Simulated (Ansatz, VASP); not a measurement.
**Two plane-wave programs on TiC**

```
Ti C
1.0
     0.00000    2.16641    2.16641
     2.16641    0.00000    2.16641
     2.16641    2.16641    0.00000
Ti C
1 1
Direct
  0.00000 0.00000 0.00000
  0.50000 0.50000 0.50000
```

Alike in both runs: functional PBE; k mesh 16 × 16 × 16; occupations gaussian, width 0.1 eV; no spin polarisation.

Ansatz relaxed the structure, and its values are those at the end. VASP's run is a single point on that final structure, the one shown.

```csv
,VASP,Ansatz
version,VASP 6.6.1,Ansatz 0.2.0
potentials or method,"VASP PAW PBE potentials, release 64 (Ti_sv, C), cutoff 520 eV","scalar-relativistic, plane waves, PAW"
valence electrons in the cell,16,16
```

Ansatz gave:

```
gap on the k mesh at the Fermi level (eV) : none
pressure (GPa)                            : 0.0
```

Task: Estimate VASP's values.

Result: gap on the k mesh at the Fermi level (eV): none; pressure (GPa): 0.2.

A gap of «none» marks a metal or a gap that the smearing closes. With one functional, cell and mesh, what is left measures potentials, basis and numerics.
